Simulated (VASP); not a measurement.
Here is a VASP 6.6.1 calculation.

The input INCAR:

```
ALGO     = Normal         # electronic algorithm
EDIFF    = 1E-6           # SCF threshold, eV
ENCUT    = 520            # plane-wave cutoff, eV
GGA      = PS             # functional
ISIF     = 2              # what is computed and relaxed
ISMEAR   = 0              # smearing method
LASPH    = True           # aspherical terms in the spheres
LCHARG   = False          # write CHGCAR
LREAL    = False          # projectors in reciprocal space
LWAVE    = False          # write WAVECAR
NBANDS   = 7              # bands
NELM     = 100            # most SCF steps
PREC     = Accurate       # precision mode
SIGMA    = 0.1            # smearing width, eV
```

Contents of KPOINTS:

```
k-points
0
Gamma
  14 14 14
```

Contents of POSCAR:

```
Mg
1.0
    0.0000000000      2.2489016099      2.0941377162
    2.0653887968     -0.0656669306      2.1598046467
    2.0653887968      2.3145685405     -0.0656669306
Mg
1
Direct
    0.0000000000      0.0000000000      0.0000000000
```

Potentials or basis: VASP PAW PBE potentials, release 64 (Mg).

Run with:

```console
$ cat potpaw_PBE.64/Mg/POTCAR > POTCAR
$ mpirun -np 1 vasp_std > vasp.out
```

Q: Estimate the band gap on the k mesh.

A: Zero (band 1 reaches 4.83 eV, above the bottom of band 2 at 1.65 eV).

Q: Predict the pressure.

A: 4.3 GPa.

Stress tensor (GPa, compression positive):
```
4.72 0.00 0.00
0.00 2.19 1.30
0.00 1.30 5.85
```

Caveat: the cell differs from its parent crystal (strained); the PAW data sets were made with another functional, which shifts forces and pressure a little.
